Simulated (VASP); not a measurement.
A run of VASP 6.6.1:

File INCAR:

```
PREC = Accurate
ENCUT = 600
EDIFF = 1E-6
ISMEAR = 0
SIGMA = 0.01
LREAL = F
LASPH = T
NELM = 120
ALGO = Normal
ISIF = 2
LWAVE = F
LCHARG = F
GGA = PE
NBANDS = 16
GGA_COMPAT = F
```

Contents of KPOINTS:

```
regular mesh
0
Gamma
  12 12 6
```

Contents of POSCAR:

```
Mg3Sb2
1.0
    4.5503334641      0.0000000000      0.0000000000
   -2.2751667320      3.9407043756      0.0000000000
    0.0000000000      0.0000000000      7.1917029254
Mg Sb
3 2
Direct
    0.3333333333      0.6666666667      0.6319280709
    0.6666666667      0.3333333333      0.3680719291
    0.0000000000      0.0000000000      0.0000000000
    0.3333333333      0.6666666667      0.2241696379
    0.6666666667      0.3333333333      0.7758303621
```

Potentials or basis: VASP PAW PBE potentials, release 64 (Mg, Sb).

The run is started by

```sh
$ cat potpaw_PBE.64/Mg/POTCAR potpaw_PBE.64/Sb/POTCAR > POTCAR
$ mpirun -np 1 vasp_std > vasp.out
```

Hardware: 1 thread of Intel(R) Xeon(R) 6975P-C (Granite Rapids), on a shared host.

Problem. Estimate the wall time of this run.

Solution. Run time: 2 min on 1 thread of Intel(R) Xeon(R) 6975P-C (Granite Rapids), with other jobs on the host, peak memory 0.43 GiB. Counts: scf iterations 12, k points 100.
